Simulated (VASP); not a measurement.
Cs2ZnH4, 28 atoms in the cell. It takes space group Pnma (No. 62, orthorhombic). The conventional cell has a = 8.696 Å, b = 6.375 Å, c = 11.141 Å, α = 90.00°, β = 90.00°, γ = 90.00°. Within 4.2 Å of Cs (site symmetry m) lie 11 H at 3.22 to 3.61 Å and 4 Zn at 3.64 to 3.84 Å. Cs (site symmetry m) has 9 H at 3.08 to 3.37 Å and 3 Zn at 3.77 to 3.94 Å within 4.0 Å. Within 2.2 Å of Zn (site symmetry m) lie 4 H at 1.67 to 1.68 Å. Within 2.2 Å of H (site symmetry 1) lie 1 Zn at 1.68 Å. H (site symmetry m) has 1 Zn at 1.67 Å within 2.2 Å. H (site symmetry m) has 1 Zn at 1.68 Å within 2.2 Å. 

```yaml
Program: VASP 6.6.1
Task: electric field gradients
Functional: PBE
Potentials_or_basis: VASP PAW PBE potentials, release 64 (Cs_sv, Zn, H)
Cutoff: 520 eV
k_mesh: 4 × 5 × 3
Occupations: fermi-dirac, width 0.02 eV
Spin: no spin polarisation
Dipole_correction: no
Further_INCAR_settings: LREAL = Auto; ALGO = Normal; EDIFF = 1e-08; NBANDS = 88
```

Potentials or basis: VASP PAW PBE potentials, release 64 (Cs_sv, Zn, H).

The run is started by

```bash
$ cat potpaw_PBE.64/Cs_sv/POTCAR potpaw_PBE.64/Zn/POTCAR potpaw_PBE.64/H/POTCAR > POTCAR
$ mpirun -np 1 vasp_std > vasp.out
```

Hardware: 1 thread of AMD EPYC 9R45 96-Core Processor (Zen 5), on a shared host.

Problem. How long does it take, and how much memory?

Solution. Wall time 18 min on 1 thread of AMD EPYC 9R45 96-Core Processor (Zen 5) (shared host), peak memory 0.93 GiB. Counts: scf iterations 19, k points 18.
